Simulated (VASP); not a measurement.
Wanted: the native input for a VASP 6.6.1 run.

```
Task                   : single point
Functional             : PBE
Potentials or basis    : VASP PAW PBE potentials, release 64 (Sr_sv, Ti_sv, O)
Cutoff                 : 520 eV
k mesh                 : 6 × 6 × 6
Occupations            : gaussian, width 0.05 eV
Spin                   : no spin polarisation
Hubbard terms          : Ti d U = 4.0 eV
Dipole correction      : no
Further INCAR settings : ALGO = Normal; EDIFF = 1e-07; NBANDS = 28
```

The structure of SrTiO3 lies in POSCAR:

```
SrTiO3
1.0
    3.9471047620      0.0000000000      0.0000000000
    0.0000000000      3.9471047620      0.0000000000
    0.0000000000      0.0000000000      3.9471047620
Sr Ti O
1 1 3
Direct
   -0.0101140640     -0.0181158283     -0.0180181791
    0.5632721257      0.4997125846      0.5194609738
   -0.0139374521      0.6081247119      0.5685929998
    0.5243685523     -0.0691663790      0.4162036995
    0.4364108382      0.4794449108      0.0137605059
```

This cell differs from its parent crystal: atoms moved at random.

These files were run (other wordings do the same):

INCAR

```
ALGO = Normal ; EDIFF = 1E-7
ENCUT = 520 ; GGA = PE
ISIF = 2 ; ISMEAR = 0
LASPH = True ; LCHARG = True
LDAU = True ; LDAUJ = 0 0 0
LDAUL = -1 2 -1 ; LDAUPRINT = 1
LDAUTYPE = 2 ; LDAUU = 0 4 0
LELF = True ; LMAXMIX = 4
LREAL = False ; LVHAR = True
LWAVE = False ; NBANDS = 28
NELM = 150 ; PREC = Accurate
SIGMA = 0.05
```

KPOINTS

```
k-points
0
Gamma
  6 6 6
```

Potentials or basis: VASP PAW PBE potentials, release 64 (Sr_sv, Ti_sv, O).

The run is started by

```bash
$ cat potpaw_PBE.64/Sr_sv/POTCAR potpaw_PBE.64/Ti_sv/POTCAR potpaw_PBE.64/O/POTCAR > POTCAR
$ mpirun -np 1 vasp_std > vasp.out
```

It gave:

```
Pressure               : 17.3 GPa
Largest force          : 5.626 eV/Å
Band gap on the k mesh : 2.85 eV, indirect (least direct gap 3.52 eV)
```

Caveat: the cell differs from its parent crystal (atoms moved at random); forces of over 1 eV/Å act on the atoms, so gaps and moduli don't describe the material at rest.

It took 93 s on 1 thread of Intel(R) Xeon(R) 6975P-C (Granite Rapids), with other jobs on the host, peak memory 0.31 GiB.
